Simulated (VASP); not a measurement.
# BaTiO3 (P4mm) in VASP: further runs, part 2 of 2

VASP 6.6.1.

### 3 Single point, PBE+U (atoms displaced along a vibrational mode, the cell strained)

The input, INCAR:

```
SYSTEM = BaTiO3
ALGO     = Normal         ! electronic algorithm
EDIFF    = 1E-7           ! SCF threshold, eV
ENCUT    = 520            ! plane-wave cutoff, eV
GGA      = PE             ! functional
ISIF     = 2              ! what is computed and relaxed
ISMEAR   = 0              ! smearing method
LASPH    = .True.         ! aspherical terms in the spheres
LCHARG   = .False.        ! write CHGCAR
LDAU     = .True.         ! DFT+U
LDAUJ    = 0 0 0        
LDAUL    = -1 2 -1        ! shell
LDAUPRINT= 1            
LDAUTYPE = 2            
LDAUU    = 0 4 0          ! U, eV
LMAXMIX  = 4              ! l up to which the mixer works
LREAL    = .False.        ! projectors in reciprocal space
LWAVE    = .False.        ! write WAVECAR
NBANDS   = 28             ! bands
NELM     = 150            ! most SCF steps
PREC     = Accurate       ! precision mode
SIGMA    = 0.05           ! smearing width, eV
```

The input, KPOINTS:

```
k-points
0
Gamma
  8 8 8
  0 0 0
```

The input, POSCAR:

```
BaTiO3
1.0
    3.9954120776      0.0000000000      0.0000000000
    0.0000000000      3.9954120776      0.0000000000
    0.0000000000      0.0000000000      3.9954120776
Ba Ti O
1 1 3
Direct
    0.5004578627      0.5000000000      0.5000000000
    0.0169457659      0.0000000000      0.0000000000
    0.4724487242      0.0000000000      0.0000000000
   -0.0135391909      0.5000000000      0.0000000000
   -0.0135391909      0.0000000000      0.5000000000
```

Potentials or basis: VASP PAW PBE potentials, release 64 (Ba_sv, Ti_sv, O).

Launch:

```console
$ cat potpaw_PBE.64/Ba_sv/POTCAR potpaw_PBE.64/Ti_sv/POTCAR potpaw_PBE.64/O/POTCAR > POTCAR
$ mpirun -np 1 vasp_std > vasp.out
```

Wall time 3 min (1 thread of Intel Xeon 8259CL, shared host); peak memory 0.27 GiB.

Results (log left out):

- Free energy: -37.1968 eV
- Pressure: 10.4 GPa
- Largest force: 1.274 eV/Å
- Band gap on the k mesh: 2.31 eV (least direct gap 2.69 eV)

Forces in eV/Å, atoms in the order of the input:
```
Ba   0.011  0.000  0.000
Ti  -1.182  0.000  0.000
O    1.274  0.000  0.000
O   -0.052  0.000  0.000
O   -0.052  0.000  0.000
```

Stress tensor (GPa, compression positive):
```
14.02  0.00  0.00
 0.00  8.52  0.00
 0.00  0.00  8.52
```

Levels at points of the mesh, in eV from the valence-band top:
| k point | band 16 | band 17 | band 18 | band 19 | band 20 | band 21 | band 22 | band 23 | band 24 | band 25 |
| --- | --- | --- | --- | --- | --- | --- | --- | --- | --- | --- |
| (0.00, 0.00, 0.00) | -1.40 | -1.16 | -0.46 | -0.37 | -0.37 | 2.31 | 2.60 | 2.60 | 4.13 | 4.29 |
| (0.50, 0.00, 0.00) | -2.06 | -2.01 | -1.98 | -0.78 | -0.78 | 2.52 | 4.13 | 4.14 | 4.14 | 6.12 |
| (0.00, 0.50, 0.00) | -1.98 | -1.73 | -1.61 | -1.13 | -1.03 | 2.75 | 4.01 | 4.04 | 4.22 | 5.90 |
| (0.50, 0.50, 0.00) | -2.63 | -1.89 | -0.92 | -0.89 | -0.24 | 4.05 | 4.16 | 4.47 | 4.92 | 7.66 |
| (0.00, 0.50, 0.50) | -2.72 | -1.97 | -1.12 | -1.12 | -0.09 | 4.07 | 4.07 | 4.47 | 4.75 | 7.69 |
| (0.50, 0.50, 0.50) | -2.47 | -2.29 | -0.15 | -0.15 | 0.00 | 4.70 | 4.72 | 4.72 | 6.38 | 6.65 |

Eigenvalues of the final occupation matrices:
| site | spin | trace | eigenvalues |
| --- | --- | --- | --- |
| site 2 d | 1 | 0.82 | 0.10 0.11 0.11 0.23 0.26 |
| site 2 d | 2 | 0.82 | 0.10 0.11 0.11 0.23 0.26 |

Caveat: the cell differs from its parent crystal (atoms displaced along a vibrational mode, the cell strained); the stress differs along the axes, from 9 to 14 GPa; spin-orbit coupling is left out, which moves the levels of the heavy elements; forces of over 1 eV/Å act on the atoms, so gaps and moduli don't describe the material at rest.

### 4 Single point, PBE+U

This run uses another cell than the first one, of 13.08 Å³/atom.

The input, INCAR:

```
PREC = Accurate
ENCUT = 600
EDIFF = 1E-6
ISMEAR = 0
SIGMA = 0.05
LREAL = F
LASPH = T
NELM = 200
ALGO = Normal
ISIF = 2
LWAVE = F
LCHARG = F
LMAXMIX = 4
LDAU = T
LDAUTYPE = 2
LDAUL = -1 2 -1
LDAUU = 0 4 0
LDAUJ = 0 0 0
LDAUPRINT = 1
GGA = PE
NBANDS = 28
GGA_COMPAT = F
```

The input, KPOINTS:

```
regular mesh
0
Gamma
  8 8 8
```

The input, POSCAR:

```
BaTiO3
1.0
    4.0288515454      0.0000000000      0.0000000000
    0.0000000000      4.0288515454      0.0000000000
    0.0000000000      0.0000000000      4.0288515454
Ba Ti O
1 1 3
Direct
    0.5003431908      0.5000000000      0.5000000000
    0.0127016912      0.0000000000      0.0000000000
    0.4793489537      0.0000000000      0.0000000000
   -0.0101482944      0.5000000000      0.0000000000
   -0.0101482944      0.0000000000      0.5000000000
```

Launch:

```console
$ cat potpaw_PBE.64/Ba_sv/POTCAR potpaw_PBE.64/Ti_sv/POTCAR potpaw_PBE.64/O/POTCAR > POTCAR
$ mpirun -np 1 vasp_std > vasp.out
```

Wall time 2.5 min (1 thread of Intel Xeon Platinum 8259CL at 2.50GHz (Skylake/Cascade Lake), shared host); peak memory 0.3 GiB.

Results (log left out):

```yaml
Free_energy: -37.3172 eV
Pressure: 4.5 GPa
Largest_force: 0.548 eV/Å
Band_gap_on_the_k_mesh: 2.22 eV (least direct gap 2.55 eV)
```

Forces on the atoms (eV/Å):
```
Ba   0.013  0.000  0.000
Ti  -0.477  0.000  0.000
O    0.548  0.000  0.000
O   -0.042  0.000  0.000
O   -0.042  0.000  0.000
```

Stress tensor (GPa, compression positive):
```
6.34 0.00 0.00
0.00 3.58 0.00
0.00 0.00 3.58
```

Levels at points of the mesh, in eV from the valence-band top:
```csv
k point,band 16,band 17,band 18,band 19,band 20,band 21,band 22,band 23,band 24,band 25
"(0.00, 0.00, 0.00)",-1.23,-1.10,-0.36,-0.33,-0.33,2.22,2.38,2.38,3.89,3.99
"(0.50, 0.00, 0.00)",-1.91,-1.90,-1.90,-0.78,-0.78,2.40,3.90,3.92,3.92,5.80
"(0.00, 0.50, 0.00)",-1.92,-1.71,-1.62,-0.99,-0.92,2.54,3.85,3.87,3.95,5.68
"(0.50, 0.50, 0.00)",-2.55,-1.89,-0.92,-0.90,-0.17,3.88,3.94,4.29,4.66,7.44
"(0.00, 0.50, 0.50)",-2.60,-1.94,-1.03,-1.03,-0.09,3.89,3.89,4.29,4.57,7.43
"(0.50, 0.50, 0.50)",-2.41,-2.31,-0.09,-0.09,0.00,4.51,4.52,4.52,6.37,6.55
```

Eigenvalues of the final occupation matrices:
| site | spin | trace | eigenvalues |
| --- | --- | --- | --- |
| site 2 d | 1 | 0.79 | 0.10 0.11 0.11 0.23 0.24 |
| site 2 d | 2 | 0.79 | 0.10 0.11 0.11 0.23 0.24 |

Caveat: the cell stands under pressure; spin-orbit coupling is left out, which moves the levels of the heavy elements. A k mesh can miss the band edges.

### 5 Single point, PBE+U (atoms displaced along a vibrational mode, the cell strained)

The input, INCAR:

```
SYSTEM = BaTiO3
PREC = Accurate
ENCUT = 520
EDIFF = 1E-7
ISMEAR = 0
SIGMA = 0.05
LREAL = .FALSE.
LASPH = .TRUE.
NELM = 150
ALGO = Normal
ISIF = 2
LWAVE = .FALSE.
LCHARG = .FALSE.
LMAXMIX = 4
LDAU = .TRUE.
LDAUTYPE = 2
LDAUL = -1 2 -1
LDAUU = 0 4 0
LDAUJ = 0 0 0
LDAUPRINT = 1
GGA = PE
NBANDS = 28
```

The input, KPOINTS:

```
Automatic mesh
0
G
  8 8 8
  0 0 0
```

The input, POSCAR:

```
BaTiO3
1.0
    4.1295728340      0.0000000000      0.0000000000
    0.0000000000      4.1295728340      0.0000000000
    0.0000000000      0.0000000000      4.1295728340
Ba Ti O
1 1 3
Direct
    0.5004578627      0.5000000000      0.5000000000
    0.0169457659      0.0000000000      0.0000000000
    0.4724487242      0.0000000000      0.0000000000
   -0.0135391909      0.5000000000      0.0000000000
   -0.0135391909      0.0000000000      0.5000000000
```

Launch:

```console
$ cat potpaw_PBE.64/Ba_sv/POTCAR potpaw_PBE.64/Ti_sv/POTCAR potpaw_PBE.64/O/POTCAR > POTCAR
$ mpirun -np 1 vasp_std > vasp.out
```

It took 71 s on 1 thread of Intel Xeon 6975P-C (Granite Rapids), shared host; peak memory 0.27 GiB.

It converged, with:

```
Free energy            : -37.2700 eV
Pressure               : -5.7 GPa
Largest force          : 0.254 eV/Å
Band gap on the k mesh : 2.07 eV (least direct gap 2.49 eV)
```

Forces on the atoms (eV/Å):
```
Ba   0.059  0.000  0.000
Ti  -0.254  0.000  0.000
O    0.205  0.000  0.000
O   -0.005  0.000  0.000
O   -0.005  0.000  0.000
```

Stress tensor (GPa, compression positive):
```
-3.19  0.00  0.00
 0.00 -7.01  0.00
 0.00  0.00 -7.01
```

Levels at points of the mesh, in eV from the valence-band top:
```tsv
k point	band 17	band 18	band 19	band 20	band 21	band 22	band 23	band 24
(0.00, 0.00, 0.00)	-1.01	-0.52	-0.42	-0.42	2.07	2.32	2.32	3.48
(0.50, 0.00, 0.00)	-1.87	-1.73	-0.76	-0.76	2.23	3.48	3.60	3.60
(0.00, 0.50, 0.00)	-1.61	-1.49	-1.10	-0.99	2.44	3.49	3.52	3.57
(0.50, 0.50, 0.00)	-1.90	-0.95	-0.92	-0.22	3.52	3.62	3.91	4.14
(0.00, 0.50, 0.50)	-2.01	-1.14	-1.14	-0.08	3.54	3.54	3.91	4.02
(0.50, 0.50, 0.50)	-2.31	-0.15	-0.15	0.00	4.07	4.09	4.09	5.90
```

Eigenvalues of the final occupation matrices:
| site | spin | trace | eigenvalues |
| --- | --- | --- | --- |
| site 2 d | 1 | 0.77 | 0.10 0.11 0.11 0.21 0.24 |
| site 2 d | 2 | 0.77 | 0.10 0.11 0.11 0.21 0.24 |

Caveat: the cell differs from its parent crystal (atoms displaced along a vibrational mode, the cell strained); the cell stands under tension; spin-orbit coupling is left out, which moves the levels of the heavy elements. A k mesh can miss the band edges.

### 6 Single point, PBE+U (atoms displaced along a vibrational mode, the cell strained)

The input, INCAR:

```
SYSTEM = BaTiO3
PREC = Accurate
ENCUT = 520
EDIFF = 1E-7
ISMEAR = 0
SIGMA = 0.05
LREAL = .False.
LASPH = .True.
NELM = 150
ALGO = Normal
ISIF = 2
LWAVE = .False.
LCHARG = .True.
LMAXMIX = 4
LDAU = .True.
LDAUTYPE = 2
LDAUL = -1 2 -1
LDAUU = 0 4 0
LDAUJ = 0 0 0
LDAUPRINT = 1
GGA = PE
LELF = .True.
LVHAR = .True.
NBANDS = 28
```

The input, KPOINTS:

```
Automatic mesh
0
Gamma
  8 8 8
  0 0 0
```

The input, POSCAR:

```
BaTiO3
1.0
    4.1295728340      0.0000000000      0.0000000000
    0.0000000000      4.1295728340      0.0000000000
    0.0000000000      0.0000000000      4.1295728340
Ba Ti O
1 1 3
Direct
    0.5002289314      0.5000000000      0.5000000000
    0.0084728830      0.0000000000      0.0000000000
    0.4862243621      0.0000000000      0.0000000000
   -0.0067695954      0.5000000000      0.0000000000
   -0.0067695954      0.0000000000      0.5000000000
```

Potentials or basis: VASP PAW PBE potentials, release 64 (Ba_sv, Ti_sv, O).

Launch:

```console
$ cat potpaw_PBE.64/Ba_sv/POTCAR potpaw_PBE.64/Ti_sv/POTCAR potpaw_PBE.64/O/POTCAR > POTCAR
$ mpirun -np 1 vasp_std > vasp.out
```

It took 91 s on 1 thread of Intel Xeon 6975P-C (Granite Rapids), shared host; peak memory 0.27 GiB.

The run converged. Its results:

- Free energy: -37.2704 eV
- Pressure: -7.1 GPa
- Largest force: 0.104 eV/Å
- Band gap on the k mesh: 2.01 eV (least direct gap 2.33 eV)

Forces in eV/Å, atoms in the order of the input:
```
Ba   0.023  0.000  0.000
Ti   0.104  0.000  0.000
O   -0.094  0.000  0.000
O   -0.016  0.000  0.000
O   -0.016  0.000  0.000
```

Stress tensor (GPa, compression positive):
```
-6.50  0.00  0.00
 0.00 -7.41  0.00
 0.00  0.00 -7.41
```

Levels at points of the mesh, in eV from the valence-band top:
```csv
k point,band 17,band 18,band 19,band 20,band 21,band 22,band 23,band 24
"(0.00, 0.00, 0.00)",-0.98,-0.33,-0.31,-0.31,2.01,2.08,2.08,3.37
"(0.50, 0.00, 0.00)",-1.71,-1.69,-0.76,-0.76,2.16,3.38,3.48,3.48
"(0.00, 0.50, 0.00)",-1.63,-1.56,-0.86,-0.82,2.22,3.40,3.45,3.45
"(0.50, 0.50, 0.00)",-1.89,-0.93,-0.92,-0.12,3.46,3.49,3.85,4.05
"(0.00, 0.50, 0.50)",-1.92,-0.98,-0.98,-0.08,3.47,3.47,3.85,4.02
"(0.50, 0.50, 0.50)",-2.32,-0.04,-0.04,0.00,4.03,4.03,4.03,6.12
```

Eigenvalues of the final occupation matrices:
| site | spin | trace | eigenvalues |
| --- | --- | --- | --- |
| site 2 d | 1 | 0.75 | 0.10 0.10 0.10 0.22 0.22 |
| site 2 d | 2 | 0.75 | 0.10 0.10 0.10 0.22 0.22 |

Caveat: the cell differs from its parent crystal (atoms displaced along a vibrational mode, the cell strained); the cell stands under tension; spin-orbit coupling is left out, which moves the levels of the heavy elements. A k mesh can miss the band edges.

### 7 The runs side by side

| cell | cutoff (eV) | gap on the mesh (eV) | pressure (GPa) | largest force (eV/Å) |
| --- | --- | --- | --- | --- |
| a = 3.962 Å, 5 atoms, atomic positions A | 520 | 2.29 | 13.5 | 0.25 |
| a = 3.995 Å, 5 atoms, atomic positions B | 520 | 2.31 | 10.4 | 1.27 |
| a = 4.029 Å, 5 atoms, atomic positions C | 600 | 2.22 | 4.5 | 0.55 |
| a = 4.130 Å, 5 atoms, atomic positions B | 520 | 2.07 | -5.7 | 0.25 |
| a = 4.130 Å, 5 atoms, atomic positions D | 520 | 2.01 | -7.1 | 0.10 |

Alike in all rows: task single point; level PBE+U; potentials or basis VASP PAW PBE potentials, release 64 (Ba_sv, Ti_sv, O); no spin polarisation; Ti d U = 4.0 eV; k mesh 8 × 8 × 8; smearing gaussian 0.05 eV.

Caveats: spin-orbit coupling is left out, which moves the levels of the heavy elements; the cell stands under pressure (at least some runs); the cell stands under tension (at least some runs); the stress differs along the axes, from 9 to 14 GPa (at least some runs); forces of over 1 eV/Å act on the atoms, so gaps and moduli don't describe the material at rest (at least some runs).

Absolute energies hang on the potentials; compare differences alone.
